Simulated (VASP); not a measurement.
# Al8H in VASP: a series of runs

Al8H is run at these levels: PBE; tasks: relaxation of the atoms.

Everything below comes from runs of VASP 6.6.1. Logs are shortened: lines on timing, memory, paths and dates and some standing lists are left out, and cuts for length are marked.

## 1. The cell of the first run

The cell holds a slab with vacuum, 9 atoms: a = 2.854 Å, b = 2.854 Å, c = 31.976 Å, α = 90.00°, β = 90.00°, γ = 120.00°.

## 2. Relaxation of the atoms, PBE

INCAR

```
SYSTEM = Al8H
ALGO = Normal ; DIPOL = 0.5 0.5 0.412
EDIFF = 1E-6 ; EDIFFG = -0.025
ENCUT = 520 ; GGA = PE
IBRION = 2 ; IDIPOL = 3
ISIF = 2 ; ISMEAR = 0
LASPH = .True. ; LCHARG = .False.
LDIPOL = .True. ; LREAL = .False.
LWAVE = .False. ; NELM = 100
NSW = 50 ; PREC = Accurate
SIGMA = 0.1
```

KPOINTS

```
k-points
0
Gamma
  9 9 1
  0 0 0
```

POSCAR

```
Al8H
1.0
    2.8543223330      0.0000000000      0.0000000000
   -1.4271611665      2.4719156510      0.0000000000
    0.0000000000      0.0000000000     31.9760593533
Al H
8 1
Selective dynamics
Direct
    0.3333333333      0.6666666667      0.1250935882  F F F
    0.0000000000      0.0000000000      0.1984546650  F F F
    0.6666666667      0.3333333333      0.2718157419  F F F
    0.0000000000      0.0000000000      0.3451768186  F F F
    0.3333333333      0.6666666667      0.4179469871  F F F
    0.0000000000      0.0000000000      0.4916851455  F F F
    0.6666666667      0.3333333333      0.5654358086  F F F
    0.0000000000      0.0000000000      0.6403559340  T T T
    0.0000000000      0.5000000000      0.6546406621  F F T
```

Potentials or basis: VASP PAW PBE potentials, release 64 (Al, H).

Started as:

```bash
$ cat potpaw_PBE.64/Al/POTCAR potpaw_PBE.64/H/POTCAR > POTCAR
$ mpirun -np 1 vasp_std > vasp.out
```

OUTCAR:

```text
SYSTEM = Al8H
   EDIFF = 1E-6
   EDIFFG = -0.025
   ENCUT = 520
   GGA = PE
   IBRION = 2
   ISIF = 2
   ISMEAR = 0
   LASPH = .True.
   LREAL = .False.
   NELM = 100
   NSW = 50
   PREC = Accurate

 ion  position               nearest neighbor table
   1  0.333  0.667  0.125-   2 2.87   2 2.87   2 2.87
   2  0.000  0.000  0.198-   1 2.87   1 2.87   1 2.87   3 2.87   3 2.87   3 2.87
   3  0.667  0.333  0.272-   4 2.87   4 2.87   4 2.87   2 2.87   2 2.87   2 2.87
   4  0.000  0.000  0.345-   5 2.85   5 2.85   5 2.85   3 2.87   3 2.87   3 2.87
   5  0.333  0.667  0.418-   4 2.85   4 2.85   4 2.85   6 2.88   6 2.88   6 2.88
   6  0.000  0.000  0.492-   5 2.88   5 2.88   5 2.88   7 2.88   7 2.88   7 2.88
   7  0.667  0.333  0.565-   6 2.88   6 2.88   6 2.88   8 2.91   8 2.91   8 2.91
   8  0.000  0.000  0.640-   9 1.50   9 1.50   7 2.91   7 2.91   7 2.91
   9  0.000  0.500  0.655-   8 1.50   8 1.50

  LATTYP: Found a hexagonal cell.
 ALAT       =     2.8543223330
 C/A-ratio  =    11.2026798738

  Lattice vectors:

 A1 = (   2.8543223330,   0.0000000000,   0.0000000000)
 A2 = (  -1.4271611665,   2.4719156510,   0.0000000000)
 A3 = (   0.0000000000,   0.0000000000,  31.9760593533)

Analysis of symmetry for initial positions (statically):
=====================================================================
 Subroutine PRICEL returns:
 Original cell was already a primitive cell.

 Routine SETGRP: Setting up the symmetry group for a
 hexagonal supercell.

 Subroutine GETGRP returns: Found  2 space group operations
 (whereof  2 operations were pure point group operations)
 out of a pool of 24 trial point group operations.

The static configuration has the point symmetry C_1h.

Analysis of symmetry for dynamics (positions and initial velocities):
=====================================================================
 Subroutine PRICEL returns:
 Original cell was already a primitive cell.

 Routine SETGRP: Setting up the symmetry group for a
 hexagonal supercell.

 Subroutine GETGRP returns: Found  2 space group operations
 (whereof  2 operations were pure point group operations)
 out of a pool of 24 trial point group operations.

The dynamic configuration has the point symmetry C_1h.

Analysis of constrained symmetry for selective dynamics:
=====================================================================
 Subroutine PRICEL returns:
 Original cell was already a primitive cell.

 Routine SETGRP: Setting up the symmetry group for a
 hexagonal supercell.

 Subroutine GETGRP returns: Found  2 space group operations
 (whereof  2 operations were pure point group operations)
 out of a pool of 24 trial point group operations.

The constrained configuration has the point symmetry C_1h.

 Subroutine INISYM returns: Found  2 space group operations
 (whereof  2 operations are pure point group operations),
 and found     1 'primitive' translations

----------------------------------------------------------------------------------------

                                     Primitive cell

  volume of cell :     225.6117

  direct lattice vectors                    reciprocal lattice vectors
     2.854322333  0.000000000  0.000000000     0.350345856  0.202272274  0.000000000
    -1.427161166  2.471915651  0.000000000     0.000000000  0.404544548  0.000000000
     0.000000000  0.000000000 31.976059353     0.000000000  0.000000000  0.031273397

  length of vectors
     2.854322333  2.854322333 31.976059353     0.404544548  0.404544548  0.031273397

  position of ions in fractional coordinates (direct lattice)
     0.333333333  0.666666667  0.125093588
[... 72 lines left out ...]
  0.444444  0.333333  0.000000      4.000000
   k-points           NKPTS =     25   k-points in BZ     NKDIM =     25   number of bands    NBANDS=     17
   number of dos      NEDOS =    301   number of ions     NIONS =      9
   total plane-waves  NPLWV = 138240
   dimension x,y,z NGX =    24 NGY =   24 NGZ =  240
   dimension x,y,z NGXF=    48 NGYF=   48 NGZF=  480
   ions per type =               8   1
   NGX,Y,Z   is equivalent  to a cutoff of  13.98, 13.98, 12.48 a.u.
   NGXF,Y,Z  is equivalent  to a cutoff of  27.96, 27.96, 24.96 a.u.
 SYSTEM =  Al8H
   PREC   = accura    normal or accurate (medium, high low for compatibility)
   ISTART =      0    job   : 0-new  1-cont  2-samecut
   ICHARG =      2    charge: 1-file 2-atom 10-const
   ISPIN  =      1    spin polarized calculation?
   LNONCOLLINEAR =      F non collinear calculations
   LSORBIT =      F    spin-orbit coupling
   LASPH  =      T    aspherical Exc in radial PAW
   ENCUT  =  520.0 eV  38.22 Ry    6.18 a.u.   5.31  5.31 59.45*2*pi/ulx,y,z
   NELM   =    100;   NELMIN=  2; NELMDL= -5     # of ELM steps
   EDIFF  = 0.1E-05   stopping-criterion for ELM
   LREAL  =      F    real-space projection
   EDIFFG = -.3E-01   stopping-criterion for IOM
   NSW    =     50    number of steps for IOM
   IBRION =      2    ionic relax: 0-MD 1-quasi-New 2-CG
   NFREE  =      1    steps in history (QN), initial steepest desc. (CG)
   ISIF   =      2    stress and relaxation
   ISYM   =      2    0-nonsym 1-usesym 2-fastsym
   POTIM  = 0.5000    time-step for ionic-motion
   TEBEG  =    0.0;   TEEND  =   0.0 temperature during run
   PSTRESS=    0.0 pullay stress
   NELECT =      25.0000    total number of electrons
   NUPDOWN=      -1.0000    fix difference up-down
   EMIN   =  10.00;   EMAX   =-10.00  energy-range for DOS
   EFERMI =   0.00;   METHOD = LEGACY
   ISMEAR =     0;   SIGMA  =   0.10  broadening in eV -4-tet -1-fermi 0-gaus
   EFERMI_NEDOS =   21; number of points for ismear=-14 and -15
   IALGO  =     38    algorithm
   IMIX   =      4    mixing-type and parameters
     AMIX     =   0.40;   BMIX     =  1.00
     AMIX_MAG =   1.60;   BMIX_MAG =  1.00
  volume/ion in A,a.u.               =      25.07       169.17
  Fermi-wavevector in a.u.,A,eV,Ry     =   0.786323  1.485935  8.412534  0.618304
  Thomas-Fermi vector in A             =   1.890838
   LORBIT       =      0    0 simple, 1 ext, 2 COOP (PROOUT), +10 PAW based schemes
   GGA     = PE    functional components
   LHFCALC =     F    Hartree Fock is set to
   AEXX    =    0.0000 exact exchange contribution
   IVDW    =     0    specifies the selected vdW correction
   LEPSILON=     F    determine dielectric tensor
   LRPA    =     F    only Hartree local field effects (RPA)
 conjugate gradient relaxation of ions
 non-spin polarized calculation
 Gauss-broadening in eV      SIGMA  =   0.10
  energy-cutoff  :      520.00
  volume of cell :      225.61
 maximum number of plane-waves:      6109
 NGX is ok and might be reduce to    24
   NGX = 11   NGY = 11   NGZ =119

--------------------------------------- Ionic step        1  -------------------------------------------

 number of electron      25.0000000 magnetization

 Free energy of the ion-electron system (eV)
  ---------------------------------------------------
  ext. energy  EPLUGINS =         0.00000000
  ---------------------------------------------------
  free energy    TOTEN  =       -31.10830847 eV

  energy without entropy =      -31.08890228  energy(sigma->0) =      -31.09860537

------------------------ aborting loop because EDIFF is reached ----------------------------------------

  FORCE on cell =-STRESS in cart. coord.  units (eV):
  Direction    XX          YY          ZZ          XY          YZ          ZX
  --------------------------------------------------------------------------------------
  -------------------------------------------------------------------------------------
  Total        1.4067051      4.7860657      1.1509826     -2.9266122      0.0793299      0.1374034
  in kB        9.9896903     33.9881584      8.1736820    -20.7832830      0.5633596      0.9757674
  external PRESSURE =      17.3838436 kB  Pullay stress =       0.0000000 kB
[... 161 lines left out ...]
 number of electron      25.0000000 magnetization

------------------------ aborting loop because EDIFF is reached ----------------------------------------

 vacuum level on the upper side and lower side of the slab       (xc-potential included)        -0.050         0.037

  FORCE on cell =-STRESS in cart. coord.  units (eV):
  Direction    XX          YY          ZZ          XY          YZ          ZX
  --------------------------------------------------------------------------------------
  -------------------------------------------------------------------------------------
  Total        0.0474355     -0.1759762      2.6071634      0.1934803      0.0930987      0.1612516
  in kB        0.3368627     -1.2496921     18.5147231      1.3739968      0.6611386      1.1451256
  external PRESSURE =       5.8672979 kB  Pullay stress =       0.0000000 kB
[... 153 lines left out ...]
  FREE ENERGIE OF THE ION-ELECTRON SYSTEM (eV)
  ---------------------------------------------------
  free  energy   TOTEN  =       -32.1636322306 eV

  energy  without entropy=      -32.1367560188  energy(sigma->0) =      -32.15019412

 dipolmoment           0.000000      0.000000     -0.004056 electrons x Angstroem

--------------------------------------- Ionic step        9  -------------------------------------------

 number of electron      25.0000001 magnetization

 dipolmoment           0.000000      0.000000      0.005964 electrons x Angstroem

 Free energy of the ion-electron system (eV)
  ---------------------------------------------------
  ext. energy  EPLUGINS =         0.00000000
  ---------------------------------------------------
  free energy    TOTEN  =       -32.16564540 eV

  energy without entropy =      -32.13932569  energy(sigma->0) =      -32.15248555

 E-fermi :   3.0712     XC(G=0):  -6.6749

 val. band max:        3.0599697693   @ k =  -0.1111   0.4444   0.0000
 cond. band min:       3.0763453647   @ k =  -0.2222  -0.4444   0.0000
 fundamental gap:      0.0163755954
 Fermi energy:         3.0712386439

 k-point     1 :       0.0000    0.0000    0.0000
  band No.  band energies     occupation
      1      -8.0019      2.00000
      2      -7.8069      2.00000
      3      -7.4066      2.00000
      4      -6.8092      2.00000
      5      -6.0432      2.00000
      6      -5.1023      2.00000
[... 457 lines left out ...]
      4      -1.4824      2.00000
      5      -0.8146      2.00000
      6      -0.0790      2.00000
[... 9 lines left out ...]
     16       3.1458      0.29183
     17       3.6288      0.00000

 [... further k-points ...]

------------------------ aborting loop because EDIFF is reached ----------------------------------------

 vacuum level on the upper side and lower side of the slab       (xc-potential included)        -0.253        -0.384

  FORCE on cell =-STRESS in cart. coord.  units (eV):
  Direction    XX          YY          ZZ          XY          YZ          ZX
  --------------------------------------------------------------------------------------
  -------------------------------------------------------------------------------------
  Total       -1.1096326     -1.6411556      0.8145749      0.4603124     -0.0111251     -0.0192693
  in kB       -7.8800358    -11.6546367      5.7846889      3.2689003     -0.0790048     -0.1368403
  external PRESSURE =      -4.5833279 kB  Pullay stress =       0.0000000 kB
[... 24 lines left out ...]
  FREE ENERGIE OF THE ION-ELECTRON SYSTEM (eV)
  ---------------------------------------------------
  free  energy   TOTEN  =       -32.1656454023 eV

  energy  without entropy=      -32.1393256898  energy(sigma->0) =      -32.15248555

 reached required accuracy - stopping structural energy minimisation

 vacuum level on the upper side and lower side of the slab         7.045         6.902
```

Wall time 10 min (1 thread of Intel Xeon Platinum 8488C (Sapphire Rapids), shared host); peak memory 0.43 GiB.

What came out:

```
Free energy               : -32.1656 eV
Energy gained by relaxing : 117.5 meV/atom
Ionic steps               : 9
```

Step by step:
```tsv
step	energy change (eV)	largest force on free atoms (eV/Å)	pressure (GPa)
1	0.0000	2.6715	1.74
2	-0.6074	2.0426	1.14
3	-0.9345	0.7664	0.65
4	-0.9498	0.4399	0.58
5	-0.9497	0.4536	0.59
6	-0.9690	0.4119	0.48
7	-1.0140	0.2902	0.16
8	-1.0553	0.0638	-0.35
9	-1.0573	0.0105	-0.46
```

Final structure:
```
CELL_PARAMETERS angstrom
2.85432 0.00000 0.00000
-1.42716 2.47192 0.00000
0.00000 0.00000 31.97606
ATOMIC_POSITIONS crystal
Al 0.33333 0.66667 0.12509
Al 0.00000 0.00000 0.19845
Al 0.66667 0.33333 0.27182
Al 0.00000 0.00000 0.34518
Al 0.33333 0.66667 0.41795
Al 0.00000 0.00000 0.49169
Al 0.66667 0.33333 0.56544
Al 0.00306 0.00153 0.63842
H 0.00000 0.50000 0.67415
```

Levels at points of the mesh, in eV from the Fermi level:
| k point | band 10 | band 11 | band 12 | band 13 | band 14 | band 15 |
| --- | --- | --- | --- | --- | --- | --- |
| (0.00, 0.00, 0.00) | -2.84 | -1.19 | 0.53 | 2.17 | 3.43 | 3.86 |

Caveat: the highest band is partly filled, so the run has too few bands.

[end of part 1 of 2]
